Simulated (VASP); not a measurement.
Set up this calculation in VASP 6.6.1, as the native input.

- Task: single point
- Functional: PBEsol
- Potentials or basis: VASP PAW PBE potentials, release 64 (Sn_d)
- Cutoff: 520 eV
- k mesh: 10 × 10 × 10
- Occupations: fermi-dirac, width 0.05 eV
- Spin: no spin polarisation
- Dipole correction: no
- Further INCAR settings: ALGO = Normal; EDIFF = 1e-06; NBANDS = 13

The structure of Sn lies in POSCAR:

```
Sn
1.0
   -1.8946518200      1.8946518200      1.8946518200
    1.8946518200     -1.8946518200      1.8946518200
    1.8946518200      1.8946518200     -1.8946518200
Sn
1
Direct
    0.0000000000      0.0000000000      0.0000000000
```

One way to write it, as run:

INCAR

```
SYSTEM = Sn
PREC = Accurate ; ENCUT = 520
EDIFF = 1E-6 ; ISMEAR = -1
SIGMA = 0.05 ; LREAL = .FALSE.
LASPH = .TRUE. ; NELM = 60
ALGO = Normal ; ISIF = 2
LWAVE = .FALSE. ; LCHARG = .TRUE.
GGA = PS ; LELF = .TRUE.
LVHAR = .TRUE. ; NBANDS = 13
```

KPOINTS

```
regular mesh
0
G
  10 10 10
  0 0 0
```

Potentials or basis: VASP PAW PBE potentials, release 64 (Sn_d).

Run with:

```sh
$ cat potpaw_PBE.64/Sn_d/POTCAR > POTCAR
$ mpirun -np 1 vasp_std > vasp.out
```

Results of the run:

| Property | Result |
| --- | --- |
| Pressure | -2.2 GPa |
| Band gap on the k mesh | zero (band 7 reaches 15.86 eV, above the bottom of band 8 at 5.64 eV) |

Caveat: the PAW data sets were made with another functional, which shifts forces and pressure a little; spin-orbit coupling is left out, which moves the levels of the heavy elements.

It took 8.6 s on 1 thread of AMD EPYC 7R13 Processor (Zen 3), with other jobs on the host, peak memory 0.11 GiB.
